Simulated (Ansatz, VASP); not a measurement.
In in VASP and in Ansatz

```xyz
1
Lattice="-1.6018 1.6018 2.4368 1.6018 -1.6018 2.4368 1.6018 1.6018 -2.4368" Properties=species:S:1:pos:R:3 pbc="T T T"
In    0.0000    0.0000    0.0000
```

Change from the starting cell: strain -0.015 along x and y, -0.015 along z, atoms carried along.

Alike in both runs: task single point; functional PBE; k mesh 20 × 20 × 20; occupations gaussian, width 0.15 eV; no spin polarisation.

|  | VASP | Ansatz |
| --- | --- | --- |
| version | VASP 6.6.1 | Ansatz 0.2.0 |
| potentials or method | VASP PAW PBE potentials, release 64 (In_d), cutoff 520 eV | scalar-relativistic, plane waves, PAW |
| valence electrons in the cell | 13 | 13 |

|  | VASP | Ansatz | Ansatz less VASP |
| --- | --- | --- | --- |
| gap on the k mesh at the Fermi level (eV) | none | none | - |
| pressure (GPa) | 4.3 | 4.3 | +0.03 |
| traceless stress, the component that is largest in VASP (GPa) | -0.21 | -0.20 | +0.004 |

A gap of «none» marks a metal or a gap that the smearing closes. The functional is the same, so the differences come from potentials, cutoffs and numerics.
